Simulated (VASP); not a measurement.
A run of VASP 6.6.1 is set up as follows.

INCAR

```
PREC = Accurate ; ENCUT = 520
EDIFF = 1E-7 ; ISMEAR = 0
SIGMA = 0.02 ; LREAL = False
LASPH = True ; NELM = 60
ALGO = Normal ; ISIF = 2
LWAVE = False ; LCHARG = False
GGA = PE ; IVDW = 12
NBANDS = 44
```

Contents of KPOINTS:

```
regular mesh
0
Gamma
  4 4 4
```

Contents of POSCAR:

```
CO2
1.0
    5.5364052756      0.0000000000      0.0000000000
    0.0000000000      5.5364052756      0.0000000000
    0.0000000000      0.0000000000      5.5364052756
C O
4 8
Direct
    0.0000000000      0.0000000000      0.0000000000
    0.5000000000      0.0000000000      0.5000000000
    0.5000000000      0.5000000000      0.0000000000
    0.0000000000      0.5000000000      0.5000000000
    0.1218054727      0.1218054727      0.1218054727
    0.3781945273      0.8781945273      0.6218054727
    0.6218054727      0.3781945273      0.8781945273
    0.8781945273      0.6218054727      0.3781945273
    0.8781945273      0.8781945273      0.8781945273
    0.6218054727      0.1218054727      0.3781945273
    0.3781945273      0.6218054727      0.1218054727
    0.1218054727      0.3781945273      0.6218054727
```

Potentials or basis: VASP PAW PBE potentials, release 64 (C, O).

The run is started by

```console
$ cat potpaw_PBE.64/C/POTCAR potpaw_PBE.64/O/POTCAR > POTCAR
$ mpirun -np 1 vasp_std > vasp.out
```

Task: Estimate the pressure.

Result: 2.5 GPa.

Task: Predict the band gap on the k mesh.

Result: 6.82 eV.

Task: Estimate the dispersion energy per atom.

Result: -0.074 eV.

Forces in eV/Å, atoms in the order of the input:
```
C    0.000  0.000  0.000
C    0.000  0.000  0.000
C    0.000  0.000  0.000
C    0.000  0.000  0.000
O    0.369  0.369  0.369
O   -0.369 -0.369  0.369
O    0.369 -0.369 -0.369
O   -0.369  0.369 -0.369
O   -0.369 -0.369 -0.369
O    0.369  0.369 -0.369
O   -0.369  0.369  0.369
O    0.369 -0.369  0.369
```

A k mesh can miss the band edges.
